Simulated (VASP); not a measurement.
A run of VASP 6.6.1:

Contents of INCAR:

```
SYSTEM = Ga
ALGO = Normal ; EDIFF = 1E-6
EDIFFG = -0.005 ; ENCUT = 600
GGA = CA ; IBRION = 2
ISIF = 3 ; ISMEAR = -1
LASPH = .TRUE. ; LCHARG = .FALSE.
LREAL = .FALSE. ; LWAVE = .FALSE.
NELM = 80 ; NSW = 60
PREC = Accurate ; PSTRESS = 290.0
SIGMA = 0.08
```

Contents of KPOINTS:

```
k-points
0
G
  16 16 16
  0 0 0
```

POSCAR

```
Ga
1.0
   -2.3227670757      2.3227670757      1.2775218916
    2.3227670757     -2.3227670757      1.2775218916
    2.3227670757      2.3227670757     -1.2775218916
Ga
2
Direct
   -0.3750000000     -0.1250000000     -0.2500000000
    0.3750000000      0.1250000000      0.2500000000
```

Potentials or basis: VASP PAW LDA potentials, release 64 (Ga_d).

The run is started by

```bash
$ cat potpaw_LDA.64/Ga_d/POTCAR > POTCAR
$ mpirun -np 1 vasp_std > vasp.out
```

Hardware: 1 thread of AMD EPYC 7R43 64-Core Processor (Zen 3) (shared host).

Problem. How long does it take, and how much memory?

Solution. Wall time 25 min on 1 thread of AMD EPYC 7R43 64-Core Processor (Zen 3), with other jobs on the host, peak memory 0.24 GiB. Counts: scf iterations 51, k points 349, ion steps 8.
